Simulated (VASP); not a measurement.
# TiC (Cmcm) in VASP: notebook

TiC is run at these levels: PBEsol; tasks: single point.

Program: VASP 6.6.1. These are calculated values, not measurements. Logs are shortened: lines on timing, memory, paths and dates and some standing lists are left out, and cuts for length are marked.

## 1. The cell of the first run

Symmetry: Cmcm, No. 63, orthorhombic system. The conventional cell has a = 4.293 Å, b = 4.293 Å, c = 4.293 Å, α = 90.00°, β = 90.00°, γ = 90.00°. Ti (site symmetry m2m) has 6 C at 1.95 to 2.34 Å and 2 Ti at 2.69 Å within 2.7 Å. C (site symmetry m2m) has 6 Ti at 1.95 to 2.34 Å within 2.6 Å.

## 2. Single point, PBEsol (atoms displaced along a vibrational mode)

INCAR reads:

```
SYSTEM = TiC
ALGO = Fast
EDIFF = 1E-7
ENCUT = 520
GGA = PS
ISIF = 2
ISMEAR = 0
LASPH = .TRUE.
LCHARG = .FALSE.
LREAL = .FALSE.
LWAVE = .FALSE.
NBANDS = 24
NELM = 80
PREC = Accurate
SIGMA = 0.15
```

KPOINTS reads:

```
k-points
0
G
  20 20 14
  0 0 0
```

POSCAR reads:

```
TiC
1.0
    0.0000000000     -2.1466854843     -2.1466854843
    0.0000000000      2.1466854843     -2.1466854843
    4.2933709686      0.0000000000      0.0000000000
Ti C
2 2
Direct
    0.5611407684      0.4388592316      0.5000000000
   -0.0611407684      0.0611407684      0.0000000000
    0.4850468027      0.5149531973      0.0000000000
    0.0149531973     -0.0149531973      0.5000000000
```

Potentials or basis: VASP PAW PBE potentials, release 64 (Ti_sv, C).

Started as:

```
$ cat potpaw_PBE.64/Ti_sv/POTCAR potpaw_PBE.64/C/POTCAR > POTCAR
$ mpirun -np 1 vasp_std > vasp.out
```

OUTCAR:

```text
SYSTEM = TiC
   EDIFF = 1E-7
   ENCUT = 520
   GGA = PS
   ISIF = 2
   ISMEAR = 0
   LASPH = .TRUE.
   LREAL = .FALSE.
   NELM = 80
   PREC = Accurate

 ion  position               nearest neighbor table
   1  0.561  0.439  0.500-   4 1.95   4 2.16   4 2.16   3 2.17   3 2.17   4 2.34   2 2.69   2 2.69

   2  0.939  0.061  0.000-   3 1.95   3 2.16   3 2.16   4 2.17   4 2.17   3 2.34   1 2.69   1 2.69

   3  0.485  0.515  0.000-   2 1.95   2 2.16   2 2.16   1 2.17   1 2.17   2 2.34
   4  0.015  0.985  0.500-   1 1.95   1 2.16   1 2.16   2 2.17   2 2.17   1 2.34

  LATTYP: Found a simple tetragonal cell.
 ALAT       =     3.0358717260
 C/A-ratio  =     1.4142135624

  Lattice vectors:

 A1 = (   0.0000000000,  -2.1466854843,  -2.1466854843)
 A2 = (   0.0000000000,   2.1466854843,  -2.1466854843)
 A3 = (   4.2933709686,   0.0000000000,   0.0000000000)

Analysis of symmetry for initial positions (statically):
=====================================================================
 Subroutine PRICEL returns:
 Original cell was already a primitive cell.

 Routine SETGRP: Setting up the symmetry group for a
 simple tetragonal supercell.

 Subroutine GETGRP returns: Found  8 space group operations
 (whereof  4 operations were pure point group operations)
 out of a pool of 16 trial point group operations.

The static configuration has the point symmetry C_2v.
 The point group associated with its full space group is D_2h.

Analysis of symmetry for dynamics (positions and initial velocities):
=====================================================================
 Subroutine PRICEL returns:
 Original cell was already a primitive cell.

 Routine SETGRP: Setting up the symmetry group for a
 simple tetragonal supercell.

 Subroutine GETGRP returns: Found  8 space group operations
 (whereof  4 operations were pure point group operations)
 out of a pool of 16 trial point group operations.

The dynamic configuration has the point symmetry C_2v.
 The point group associated with its full space group is D_2h.

 Subroutine INISYM returns: Found  8 space group operations
 (whereof  4 operations are pure point group operations),
 and found     1 'primitive' translations

----------------------------------------------------------------------------------------

                                     Primitive cell

  volume of cell :      39.5699
[... 92 lines left out ...]
   NELM   =     80;   NELMIN=  2; NELMDL= -5     # of ELM steps
   EDIFF  = 0.1E-06   stopping-criterion for ELM
   LREAL  =      F    real-space projection
   EDIFFG = 0.1E-05   stopping-criterion for IOM
   NSW    =      0    number of steps for IOM
   IBRION =     -1    ionic relax: 0-MD 1-quasi-New 2-CG
   NFREE  =      0    steps in history (QN), initial steepest desc. (CG)
   ISIF   =      2    stress and relaxation
   ISYM   =      2    0-nonsym 1-usesym 2-fastsym
   POTIM  = 0.5000    time-step for ionic-motion
   TEBEG  =    0.0;   TEEND  =   0.0 temperature during run
   PSTRESS=    0.0 pullay stress
   NELECT =      32.0000    total number of electrons
   NUPDOWN=      -1.0000    fix difference up-down
   EMIN   =  10.00;   EMAX   =-10.00  energy-range for DOS
   EFERMI =   0.00;   METHOD = LEGACY
   ISMEAR =     0;   SIGMA  =   0.15  broadening in eV -4-tet -1-fermi 0-gaus
   EFERMI_NEDOS =   21; number of points for ismear=-14 and -15
   IALGO  =     68    algorithm
   IMIX   =      4    mixing-type and parameters
     AMIX     =   0.40;   BMIX     =  1.00
     AMIX_MAG =   1.60;   BMIX_MAG =  1.00
  volume/ion in A,a.u.               =       9.89        66.76
  Fermi-wavevector in a.u.,A,eV,Ry     =   1.525234  2.882274 31.651750  2.326338
  Thomas-Fermi vector in A             =   2.633432
   LORBIT       =      0    0 simple, 1 ext, 2 COOP (PROOUT), +10 PAW based schemes
   GGA     = PS    functional components
   LHFCALC =     F    Hartree Fock is set to
   AEXX    =    0.0000 exact exchange contribution
   IVDW    =     0    specifies the selected vdW correction
   LEPSILON=     F    determine dielectric tensor
   LRPA    =     F    only Hartree local field effects (RPA)
 non-spin polarized calculation
 RMM-DIIS sequential band-by-band and
 Gauss-broadening in eV      SIGMA  =   0.15
  energy-cutoff  :      520.00
  volume of cell :       39.57
 maximum number of plane-waves:      1088
   NGX = 11   NGY = 11   NGZ = 15

 number of electron      32.0000003 magnetization

 Free energy of the ion-electron system (eV)
  ---------------------------------------------------
  ext. energy  EPLUGINS =         0.00000000
  ---------------------------------------------------
  free energy    TOTEN  =       -38.49598891 eV

  energy without entropy =      -38.48866356  energy(sigma->0) =      -38.49232623

 E-fermi :   9.5603     XC(G=0): -12.9720

 val. band max:        9.5601818422   @ k =  -0.4000   0.4000   0.0714
 cond. band min:       9.5640519427   @ k =   0.1500   0.1000   0.1429
 fundamental gap:      0.0038701004
 Fermi energy:         9.5602684676

 k-point     1 :       0.0000    0.0000    0.0000
  band No.  band energies     occupation
      1     -46.6317      2.00000
      2     -46.4688      2.00000
      3     -23.3464      2.00000
      4     -22.9417      2.00000
      5     -22.8632      2.00000
      6     -22.7528      2.00000
[... 637 lines left out ...]
     23      15.2634      0.00000
     24      15.5797      0.00000

 [... further k-points ...]

------------------------ aborting loop because EDIFF is reached ----------------------------------------

  FORCE on cell =-STRESS in cart. coord.  units (eV):
  Direction    XX          YY          ZZ          XY          YZ          ZX
  --------------------------------------------------------------------------------------
  -------------------------------------------------------------------------------------
  Total        4.0625630      3.9556379     -0.9390409      0.0000000      0.0000000      0.0000000
  in kB      164.4922489    160.1628779    -38.0215526      0.0000000      0.0000000      0.0000000
  external PRESSURE =      95.5445248 kB  Pullay stress =       0.0000000 kB

 VOLUME and BASIS-vectors are now :
 -----------------------------------------------------------------------------
  energy-cutoff  :      520.00
  volume of cell :       39.57
      direct lattice vectors                 reciprocal lattice vectors
     0.000000000 -2.146685484 -2.146685484     0.000000000 -0.232917213 -0.232917213
     0.000000000  2.146685484 -2.146685484     0.000000000  0.232917213 -0.232917213
     4.293370969  0.000000000  0.000000000     0.232917213  0.000000000  0.000000000

 POSITION                                       TOTAL-FORCE (eV/Angst)
 -----------------------------------------------------------------------------------
      2.14669     -0.26250     -2.14669         0.000000      4.445510      0.000000
      0.00000     -1.88419     -2.14669         0.000000     -4.445510      0.000000
      0.00000      0.06420     -2.14669         0.000000      0.568528      0.000000
      2.14669      2.08249     -2.14669         0.000000     -0.568528      0.000000
 -----------------------------------------------------------------------------------
    total drift:                               -0.000000     -0.000000     -0.000000

  FREE ENERGIE OF THE ION-ELECTRON SYSTEM (eV)
  ---------------------------------------------------
  free  energy   TOTEN  =       -38.4959889065 eV

  energy  without entropy=      -38.4886635566  energy(sigma->0) =      -38.49232623
```

OSZICAR:

```text
N       E                     dE             d eps       ncg     rms          rms(c)
DAV:   1     0.339525556425E+03    0.33953E+03   -0.14811E+04 42672   0.161E+03
DAV:   2    -0.698683154141E+01   -0.34651E+03   -0.32885E+03 44544   0.470E+02
DAV:   3    -0.467518102864E+02   -0.39765E+02   -0.38529E+02 70264   0.136E+02
[... 33 lines left out ...]
RMM:  37    -0.384959884095E+02   -0.19072E-06   -0.23688E-06 47710   0.427E-03    0.490E-04
RMM:  38    -0.384959886017E+02   -0.19228E-06   -0.22744E-06 48054   0.399E-03    0.477E-04
RMM:  39    -0.384959887156E+02   -0.11390E-06   -0.14754E-06 45942   0.368E-03    0.563E-04
RMM:  40    -0.384959888358E+02   -0.12019E-06   -0.14501E-06 47584   0.354E-03    0.451E-04
RMM:  41    -0.384959889065E+02   -0.70655E-07   -0.94314E-07 47664   0.336E-03
   1 F= -.38495989E+02 E0= -.38492326E+02  d E =-.732535E-02
```

stdout:

```text
POSCAR found type information on POSCAR TiC
 POSCAR found :  2 types and       4 ions
 scaLAPACK will be used
 -----------------------------------------------------------------------------
|                                                                             |
[... 102 lines left out ...]
 num prob WARNING in EDDRMM: call to ZHEGV failed, returncode =   6  3     12
 num prob  num prob  num prob  num prob  num prob  num prob  num prob  num prob WARNING in EDDRMM: call to ZHEGV failed, returncode =   8  4     23
WARNING in EDDRMM: call to ZHEGV failed, returncode =   8  4      4
 num prob WARNING in EDDRMM: call to ZHEGV failed, returncode =   8  4      8
 num prob WARNING in EDDRMM: call to ZHEGV failed, returncode =   8  4      3
 num prob  num prob  num prob WARNING in EDDRMM: call to ZHEGV failed, returncode =
```

Wall time 26 min (1 thread of Oxide Virtual Turin-like, shared host); peak memory 0.7 GiB.

Results:

| Item | Value |
| --- | --- |
| Free energy | -38.4960 eV |
| Pressure | 9.6 GPa |
| Largest force | 4.446 eV/Å |
| Band gap on the k mesh | zero (bands 16 and 17 overlap by 1.16 eV) |

Forces on the atoms (eV/Å):
```
Ti   0.000  4.446  0.000
Ti   0.000 -4.446  0.000
C    0.000  0.569  0.000
C    0.000 -0.569  0.000
```

Levels at points of the mesh, in eV from the Fermi level:
```csv
k point,band 14,band 15,band 16,band 17,band 18,band 19
"(0.00, 0.00, 0.00)",-0.49,0.48,0.66,0.71,1.13,2.00
"(0.50, 0.00, 0.00)",-2.57,-2.01,-1.87,1.25,2.33,2.95
"(0.50, 0.50, 0.00)",-1.50,-1.13,-0.22,0.04,0.09,2.91
"(0.00, 0.00, 0.50)",-1.95,-0.45,-0.45,1.33,1.33,2.68
"(0.50, 0.00, 0.50)",-2.91,-2.68,-2.68,2.63,2.63,3.18
"(0.50, 0.50, 0.50)",-2.94,-2.68,-2.68,2.86,2.86,3.02
```

Caveat: the cell differs from its parent crystal (atoms displaced along a vibrational mode); the stress differs along the axes, from -4 to 16 GPa; the PAW data sets were made with another functional, which shifts forces and pressure a little.

## 3. Single point, PBEsol (atoms displaced along a vibrational mode)

INCAR reads:

```
PREC = Accurate ; ENCUT = 520
EDIFF = 1E-6 ; ISMEAR = 0
SIGMA = 0.15 ; LREAL = F
LASPH = T ; NELM = 80
ALGO = Fast ; ISIF = 2
LWAVE = F ; LCHARG = T
GGA = PS ; LELF = T
LVHAR = T ; NBANDS = 24
```

KPOINTS reads:

```
Automatic mesh
0
Gamma
  20 20 14
```

POSCAR reads:

```
TiC
1.0
    0.0000000000     -2.1466854843     -2.1466854843
    0.0000000000      2.1466854843     -2.1466854843
    4.2933709686      0.0000000000      0.0000000000
Ti C
2 2
Direct
    0.5436719774      0.4563280226      0.5000000000
   -0.0436719774      0.0436719774      0.0000000000
    0.4893191448      0.5106808552      0.0000000000
    0.0106808552     -0.0106808552      0.5000000000
```

Potentials or basis: VASP PAW PBE potentials, release 64 (Ti_sv, C).

Started as:

```
$ cat potpaw_PBE.64/Ti_sv/POTCAR potpaw_PBE.64/C/POTCAR > POTCAR
$ mpirun -np 1 vasp_std > vasp.out
```

OUTCAR:

```text
PREC = Accurate
   ENCUT = 520
   EDIFF = 1E-6
   ISMEAR = 0
   LREAL = F
   LASPH = T
   NELM = 80
   ISIF = 2
   GGA = PS

 ion  position               nearest neighbor table
   1  0.544  0.456  0.500-   4 2.01   4 2.15   4 2.15   3 2.16   3 2.16   4 2.29   2 2.78   2 2.78

   2  0.956  0.044  0.000-   3 2.01   3 2.15   3 2.15   4 2.16   4 2.16   3 2.29   1 2.78   1 2.78

   3  0.489  0.511  0.000-   2 2.01   2 2.15   2 2.15   1 2.16   1 2.16   2 2.29
[... 852 lines left out ...]
  FORCE on cell =-STRESS in cart. coord.  units (eV):
  Direction    XX          YY          ZZ          XY          YZ          ZX
  --------------------------------------------------------------------------------------
  -------------------------------------------------------------------------------------
  Total        2.2787297      1.9837879     -0.5328877      0.0000000      0.0000000      0.0000000
  in kB       92.2652460     80.3231191    -21.5765006      0.0000000      0.0000000      0.0000000
  external PRESSURE =      50.3372882 kB  Pullay stress =       0.0000000 kB

 VOLUME and BASIS-vectors are now :
 -----------------------------------------------------------------------------
  energy-cutoff  :      520.00
  volume of cell :       39.57
      direct lattice vectors                 reciprocal lattice vectors
     0.000000000 -2.146685484 -2.146685484     0.000000000 -0.232917213 -0.232917213
     0.000000000  2.146685484 -2.146685484     0.000000000  0.232917213 -0.232917213
     4.293370969  0.000000000  0.000000000     0.232917213  0.000000000  0.000000000

 POSITION                                       TOTAL-FORCE (eV/Angst)
 -----------------------------------------------------------------------------------
      2.14669     -0.18750     -2.14669         0.000000      3.076474      0.000000
      0.00000     -1.95919     -2.14669         0.000000     -3.076474      0.000000
      0.00000      0.04586     -2.14669         0.000000      0.167794      0.000000
      2.14669      2.10083     -2.14669         0.000000     -0.167794      0.000000
 -----------------------------------------------------------------------------------
    total drift:                                0.000000     -0.000000     -0.000000

  FREE ENERGIE OF THE ION-ELECTRON SYSTEM (eV)
  ---------------------------------------------------
  free  energy   TOTEN  =       -39.0462750896 eV

  energy  without entropy=      -39.0399515760  energy(sigma->0) =      -39.04311333
```

stdout:

```text
POSCAR found type information on POSCAR TiC
 POSCAR found :  2 types and       4 ions
 scaLAPACK will be used
 -----------------------------------------------------------------------------
|                                                                             |
|                                                                             |
[... 109 lines left out ...]
WARNING in EDDRMM: call to ZHEGV failed, returncode =   6  3      6
WARNING in EDDRMM: call to ZHEGV failed, returncode =   6  3     12
WARNING in EDDRMM: call to ZHEGV failed, returncode =   6  3      6
WARNING in EDDRMM: call to ZHEGV failed, returncode =   6  3      7
WARNING in EDDRMM: call to ZHEGV failed, returncode =   6  3      9
WARNING in EDDRMM: call to ZHEGV failed, returncode =   6  3      9
WARNING in EDDRMM: call to ZHEGV failed, returncode =   6  3      9
WARNING in EDDRMM: call to ZHEGV
```

Run time: 38 min. Hardware: 1 thread of Oxide Virtual Turin-like, shared host; peak memory 0.7 GiB.

What came out:

- Free energy: -39.0463 eV
- Pressure: 5.0 GPa
- Largest force: 3.076 eV/Å
- Band gap on the k mesh: zero (bands 16 and 17 overlap by 1.27 eV)

Forces in eV/Å, atoms in the order of the input:
```
Ti   0.000  3.076  0.000
Ti   0.000 -3.076  0.000
C    0.000  0.168  0.000
C    0.000 -0.168  0.000
```

Stress tensor (GPa, compression positive):
```
 9.23  0.00  0.00
 0.00  8.03  0.00
 0.00  0.00 -2.16
```

Levels at points of the mesh, in eV from the Fermi level:
| k point | band 13 | band 14 | band 15 | band 16 | band 17 | band 18 | band 19 | band 20 |
| --- | --- | --- | --- | --- | --- | --- | --- | --- |
| (0.00, 0.00, 0.00) | -1.11 | -0.29 | 0.65 | 0.89 | 0.91 | 1.10 | 1.87 | 1.91 |
| (0.50, 0.00, 0.00) | -3.39 | -2.64 | -2.25 | -2.13 | 1.48 | 2.42 | 3.02 | 3.45 |
| (0.50, 0.50, 0.00) | -1.74 | -1.63 | -0.67 | -0.13 | 0.03 | 0.05 | 2.91 | 3.23 |
| (0.00, 0.00, 0.50) | -1.60 | -1.60 | -0.44 | -0.44 | 0.75 | 0.75 | 2.55 | 2.55 |
| (0.50, 0.00, 0.50) | -2.94 | -2.94 | -2.81 | -2.81 | 2.79 | 2.79 | 3.10 | 3.10 |
| (0.50, 0.50, 0.50) | -3.00 | -3.00 | -2.79 | -2.79 | 2.87 | 2.87 | 2.94 | 2.94 |

Caveat: the cell differs from its parent crystal (atoms displaced along a vibrational mode); the stress differs along the axes, from -2 to 9 GPa; the PAW data sets were made with another functional, which shifts forces and pressure a little.
